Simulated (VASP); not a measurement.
# Al12Cl in VASP: a series of runs, part 2 of 2

VASP 6.6.1.

**3. Single point, PBE**

INCAR

```
SYSTEM = Al12Cl
  PREC = Accurate
  ENCUT = 520
  EDIFF = 1E-6
  ISMEAR = 0
  SIGMA = 0.1
  LREAL = .FALSE.
  LASPH = .TRUE.
  NELM = 100
  ALGO = Normal
  ISIF = 2
  LWAVE = .FALSE.
  LCHARG = .FALSE.
  LDIPOL = .TRUE.
  IDIPOL = 3
  DIPOL = 0.5 0.5 0.331
  GGA = PE
  NBANDS = 34
```

KPOINTS

```
Automatic mesh
0
G
  6 6 1
  0 0 0
```

POSCAR

```
Al12Cl
1.0
    5.7143028096      0.0000000000      0.0000000000
   -2.8571514048      4.9487313980      0.0000000000
    0.0000000000      0.0000000000     20.1016424764
Al Cl
12 1
Direct
    0.3333333333      0.1666666667      0.1989887147
    0.3333333333      0.6666666667      0.1989887147
    0.8333333333      0.1666666667      0.1989887147
    0.8333333333      0.6666666667      0.1989887147
    0.1666666667      0.3333333333      0.3134533099
    0.1666666667      0.8333333333      0.3134533099
    0.6666666667      0.3333333333      0.3134533099
    0.6666666667      0.8333333333      0.3134533099
    0.0000000000      0.0000000000      0.4279074452
    0.0000000000      0.5000000000      0.4279074452
    0.5000000000      0.0000000000      0.4279074452
    0.5000000000      0.5000000000      0.4279074452
    0.0000000000      0.0833333333      0.5379372015
```

Potentials or basis: VASP PAW PBE potentials, release 64 (Al, Cl).

Launch:

```bash
$ cat potpaw_PBE.64/Al/POTCAR potpaw_PBE.64/Cl/POTCAR > POTCAR
$ mpirun -np 1 vasp_std > vasp.out
```

OUTCAR:

```text
SYSTEM = Al12Cl
   PREC = Accurate
   ENCUT = 520
   EDIFF = 1E-6
   ISMEAR = 0
   LREAL = .FALSE.
   LASPH = .TRUE.
   NELM = 100
   ISIF = 2
   GGA = PE

 ion  position               nearest neighbor table
   1  0.333  0.167  0.199-   5 2.83   6 2.83   7 2.83   4 2.86   2 2.86   2 2.86   4 2.86   3 2.86
                             3 2.86
   2  0.333  0.667  0.199-   6 2.83   5 2.83   8 2.83   3 2.86   1 2.86   1 2.86   3 2.86   4 2.86
                             4 2.86
   3  0.833  0.167  0.199-   7 2.83   8 2.83   5 2.83   4 2.86   2 2.86   4 2.86   2 2.86   1 2.86
                             1 2.86
   4  0.833  0.667  0.199-   8 2.83   7 2.83   6 2.83   3 2.86   1 2.86   3 2.86   1 2.86   2 2.86
                             2 2.86
   5  0.167  0.333  0.313-   9 2.83  12 2.83  10 2.83   1 2.83   2 2.83   3 2.83   8 2.86   6 2.86
                             6 2.86   8 2.86   7 2.86   7 2.86
   6  0.167  0.833  0.313-  10 2.83  11 2.83   9 2.83   2 2.83   1 2.83   4 2.83   7 2.86   5 2.86
                             5 2.86   7 2.86   8 2.86   8 2.86
   7  0.667  0.333  0.313-  11 2.83  10 2.83  12 2.83   3 2.83   4 2.83   1 2.83   8 2.86   6 2.86
                             8 2.86   6 2.86   5 2.86   5 2.86
   8  0.667  0.833  0.313-  12 2.83   9 2.83  11 2.83   4 2.83   3 2.83   2 2.83   7 2.86   5 2.86
                             7 2.86   5 2.86   6 2.86   6 2.86
   9  0.000  0.000  0.428-  13 2.26   5 2.83   8 2.83   6 2.83  12 2.86  10 2.86  10 2.86  12 2.86
                            11 2.86  11 2.86
  10  0.000  0.500  0.428-   6 2.83   7 2.83   5 2.83   9 2.86  11 2.86   9 2.86  11 2.86  12 2.86
                            12 2.86
  11  0.500  0.000  0.428-   7 2.83   6 2.83   8 2.83  10 2.86  12 2.86  12 2.86  10 2.86   9 2.86
                             9 2.86
  12  0.500  0.500  0.428-   8 2.83   5 2.83   7 2.83   9 2.86  11 2.86  11 2.86   9 2.86  10 2.86
                            10 2.86
  13  0.000  0.083  0.538-   9 2.26

  LATTYP: Found a hexagonal cell.
 ALAT       =     5.7143028096
 C/A-ratio  =     3.5177769093

  Lattice vectors:

 A1 = (   5.7143028096,   0.0000000000,   0.0000000000)
 A2 = (  -2.8571514048,   4.9487313980,   0.0000000000)
 A3 = (   0.0000000000,   0.0000000000,  20.1016424764)

Analysis of symmetry for initial positions (statically):
=====================================================================
[... 190 lines left out ...]

  energy without entropy =      -45.65171738  energy(sigma->0) =      -45.67145811

 E-fermi :   0.2019     XC(G=0):  -4.7725

 val. band max:        0.1988614787   @ k =   0.1667   0.3333   0.0000
 cond. band min:       0.2052156538   @ k =   0.5000  -0.1667   0.0000
 fundamental gap:      0.0063541751
 Fermi energy:         0.2019243512

 k-point     1 :       0.0000    0.0000    0.0000
  band No.  band energies     occupation
      1     -15.1270      2.00000
      2     -10.4291      2.00000
      3      -8.7171      2.00000
      4      -6.1163      2.00000
      5      -4.7737      2.00000
      6      -4.6216      2.00000
[... 709 lines left out ...]
     32       3.5343      0.00000
     33       3.5904      0.00000
 [bands above 33 left out]

------------------------ aborting loop because EDIFF is reached ----------------------------------------

 vacuum level on the upper side and lower side of the slab       (xc-potential included)         0.578        -0.653

  FORCE on cell =-STRESS in cart. coord.  units (eV):
  Direction    XX          YY          ZZ          XY          YZ          ZX
  --------------------------------------------------------------------------------------
  -------------------------------------------------------------------------------------
  Total       -2.5035438     -2.5786243      0.5527342      0.1270540     -0.2639190      0.0908503
  in kB       -7.0563009     -7.2679174      1.5578952      0.3581049     -0.7438622      0.2560640
  external PRESSURE =      -4.2554410 kB  Pullay stress =       0.0000000 kB

 VOLUME and BASIS-vectors are now :
 -----------------------------------------------------------------------------
  energy-cutoff  :      520.00
  volume of cell :      568.45
      direct lattice vectors                 reciprocal lattice vectors
     5.714302810  0.000000000  0.000000000     0.174999476  0.101035995  0.000000000
    -2.857151405  4.948731398  0.000000000     0.000000000  0.202071990  0.000000000
     0.000000000  0.000000000 20.101642476     0.000000000  0.000000000  0.049747179

 POSITION                                       TOTAL-FORCE (eV/Angst)
 -----------------------------------------------------------------------------------
      1.42858      0.82479      4.00000         0.059084      0.011140     -0.052128
     -0.00000      3.29915      4.00000        -0.004379      0.027749     -0.038251
      4.28573      0.82479      4.00000        -0.062600      0.012886     -0.019572
      2.85715      3.29915      4.00000        -0.001525     -0.042969     -0.075067
      0.00000      1.64958      6.30093        -0.005743      0.081478      0.137224
     -1.42858      4.12394      6.30093         0.097197     -0.045043     -0.002635
      2.85715      1.64958      6.30093        -0.005543      0.022060     -0.087780
      1.42858      4.12394      6.30093        -0.080284     -0.032961      0.062827
      0.00000      0.00000      8.60164         0.071826     -0.092670      0.682674
     -1.42858      2.47437      8.60164        -0.107641      0.125479     -0.165622
      2.85715      0.00000      8.60164        -0.111833     -0.018047     -0.228438
      1.42858      2.47437      8.60164         0.124160      0.025269     -0.199182
     -0.23810      0.41239     10.81342         0.027280     -0.074370     -0.014050
 -----------------------------------------------------------------------------------
    total drift:                               -0.000003     -0.000004      0.000258

  FREE ENERGIE OF THE ION-ELECTRON SYSTEM (eV)
  ---------------------------------------------------
  free  energy   TOTEN  =       -45.6911988500 eV

  energy  without entropy=      -45.6517173761  energy(sigma->0) =      -45.67145811

 vacuum level on the upper side and lower side of the slab         5.394         4.120
```

stdout:

```text
POSCAR found type information on POSCAR AlCl
 POSCAR found :  2 types and      13 ions
 scaLAPACK will be used
 LDA part: xc-table for (Slater+PW92), standard interpolation
 POSCAR, INCAR and KPOINTS ok, starting setup
 FFT: planning ... GRIDC
 FFT: planning ... GRID_SOFT
 FFT: planning ... GRID
 WAVECAR not read
 entering main loop
```

Wall time 7.7 min (1 thread of Intel Xeon 6975P-C (Granite Rapids), shared host); peak memory 0.72 GiB.

What came out:

```yaml
Free_energy: -45.6912 eV
Largest_force: 0.693 eV/Å
Band_gap_on_the_k_mesh: zero (an odd number of electrons rules out a gap without spin polarisation)
```

Forces on the atoms (eV/Å):
```
Al   0.059  0.011 -0.052
Al  -0.004  0.028 -0.038
Al  -0.063  0.013 -0.020
Al  -0.002 -0.043 -0.075
Al  -0.006  0.081  0.137
Al   0.097 -0.045 -0.003
Al  -0.006  0.022 -0.088
Al  -0.080 -0.033  0.063
Al   0.072 -0.093  0.683
Al  -0.108  0.125 -0.166
Al  -0.112 -0.018 -0.228
Al   0.124  0.025 -0.199
Cl   0.027 -0.074 -0.014
```

**4. Single point, PBE**

INCAR

```
ALGO     = Normal         # electronic algorithm
DIPOL    = 0.5 0.5 0.330
EDIFF    = 1E-6           # SCF threshold, eV
ENCUT    = 520            # plane-wave cutoff, eV
GGA      = PE             # functional
IDIPOL   = 3            
ISIF     = 2              # what is computed and relaxed
ISMEAR   = 0              # smearing method
LASPH    = T              # aspherical terms in the spheres
LCHARG   = F              # write CHGCAR
LDIPOL   = T            
LREAL    = F              # projectors in reciprocal space
LWAVE    = F              # write WAVECAR
NBANDS   = 34             # bands
NELM     = 100            # most SCF steps
PREC     = Accurate       # precision mode
SIGMA    = 0.1            # smearing width, eV
```

KPOINTS

```
k-points
0
Gamma
  6 6 1
```

POSCAR: that of step 3 with these lines changed.

```diff
@@ -20,2 +20,2 @@
     0.5000000000      0.5000000000      0.4279074452
-    0.0000000000      0.0833333333      0.5379372015
+    0.0833333333      0.3333333333      0.5328148255
```

Launch:

```bash
$ cat potpaw_PBE.64/Al/POTCAR potpaw_PBE.64/Cl/POTCAR > POTCAR
$ mpirun -np 1 vasp_std > vasp.out
```

Run time: 8.3 min. Hardware: 1 thread of Intel Xeon 6975P-C (Granite Rapids), shared host; peak memory 0.72 GiB.

Results (log left out):

- Free energy: -45.5910 eV
- Largest force: 0.456 eV/Å
- Band gap on the k mesh: zero (an odd number of electrons rules out a gap without spin polarisation)

Forces on the atoms (eV/Å):
```
Al   0.096 -0.038 -0.049
Al   0.028  0.111 -0.042
Al  -0.100 -0.075 -0.018
Al  -0.028 -0.005 -0.102
Al   0.034 -0.011  0.263
Al   0.022  0.045 -0.087
Al  -0.029  0.006 -0.048
Al   0.049 -0.036 -0.078
Al   0.063 -0.176  0.120
Al  -0.082  0.103  0.437
Al  -0.169 -0.065 -0.289
Al   0.246  0.124 -0.108
Cl  -0.130  0.017  0.001
```

Levels at points of the mesh, in eV from the Fermi level:
```tsv
k point	band 18	band 19	band 20	band 21	band 22	band 23	band 24	band 25	band 26	band 27
(0.00, 0.00, 0.00)	-2.61	-2.52	-2.21	-0.44	-0.30	-0.25	-0.15	0.01	0.16	1.01
(0.50, 0.00, 0.00)	-0.78	-0.56	-0.48	-0.28	-0.22	0.86	0.92	1.39	1.46	1.55
(0.00, 0.50, 0.00)	-0.80	-0.56	-0.54	-0.29	-0.17	0.85	0.95	1.42	1.48	1.54
(0.50, 0.50, 0.00)	-0.77	-0.56	-0.55	-0.29	-0.20	0.86	0.93	1.41	1.50	1.54
```

**5. Single point, PBE**

INCAR

```
SYSTEM = Al12Cl
PREC = Accurate ; ENCUT = 520
EDIFF = 1E-6 ; ISMEAR = 0
SIGMA = 0.1 ; LREAL = .False.
LASPH = .True. ; NELM = 60
ALGO = Normal ; ISIF = 2
LWAVE = .False. ; LCHARG = .False.
LDIPOL = .True. ; IDIPOL = 3
DIPOL = 0.5 0.5 0.330 ; GGA = PE
NBANDS = 34
```

KPOINTS

```
Automatic mesh
0
Gamma
  6 6 1
  0 0 0
```

POSCAR: that of step 4 with these lines changed.

```diff
@@ -20,2 +20,2 @@
     0.5000000000      0.5000000000      0.4279074452
-    0.0833333333      0.3333333333      0.5328148255
+    0.2500000000      0.1666666667      0.5318151453
```

Launch:

```bash
$ cat potpaw_PBE.64/Al/POTCAR potpaw_PBE.64/Cl/POTCAR > POTCAR
$ mpirun -np 1 vasp_std > vasp.out
```

Wall time 7.9 min (1 thread of Intel Xeon 6975P-C (Granite Rapids), shared host); peak memory 0.73 GiB.

It converged, with:

* Free energy: -45.6364 eV
* Largest force: 0.452 eV/Å
* Band gap on the k mesh: zero (an odd number of electrons rules out a gap without spin polarisation)

Forces in eV/Å, atoms in the order of the input:
```
Al   0.057 -0.003  0.034
Al  -0.025  0.014 -0.068
Al  -0.043  0.028 -0.074
Al   0.033 -0.038 -0.087
Al  -0.019  0.029  0.182
Al   0.011 -0.030  0.089
Al   0.027  0.026  0.013
Al  -0.064 -0.003 -0.132
Al  -0.224 -0.157  0.357
Al  -0.168  0.031 -0.234
Al   0.387 -0.172 -0.157
Al   0.064  0.304  0.079
Cl  -0.037 -0.027 -0.002
```

Levels at points of the mesh, in eV from the Fermi level:
| k point | band 20 | band 21 | band 22 | band 23 | band 24 | band 25 |
| --- | --- | --- | --- | --- | --- | --- |
| (0.00, 0.00, 0.00) | -2.08 | -0.46 | -0.37 | -0.26 | -0.05 | 0.07 |
| (0.50, 0.00, 0.00) | -0.52 | -0.29 | -0.07 | 0.85 | 0.98 | 1.39 |
| (0.00, 0.50, 0.00) | -0.50 | -0.28 | -0.12 | 0.85 | 0.94 | 1.36 |
| (0.50, 0.50, 0.00) | -0.47 | -0.27 | -0.16 | 0.85 | 0.91 | 1.32 |

**6. Overview**

| cell | gap on the mesh (eV) | largest force (eV/Å) |
| --- | --- | --- |
| as given, atomic positions A | none | 0.58 |
| as given, atomic positions B | none | 0.69 |
| as given, atomic positions C | none | 0.46 |
| as given, atomic positions D | none | 0.45 |

Alike in all rows: task single point; level PBE; potentials or basis VASP PAW PBE potentials, release 64 (Al, Cl); no spin polarisation; k mesh 6 × 6 × 1; cutoff (eV) 520; smearing gaussian 0.1 eV.

Total energies depend on the potentials used, so only differences within one code and one set of settings carry meaning.

The gap in the log of VASP goes by the Fermi energy; the results here count the filled bands.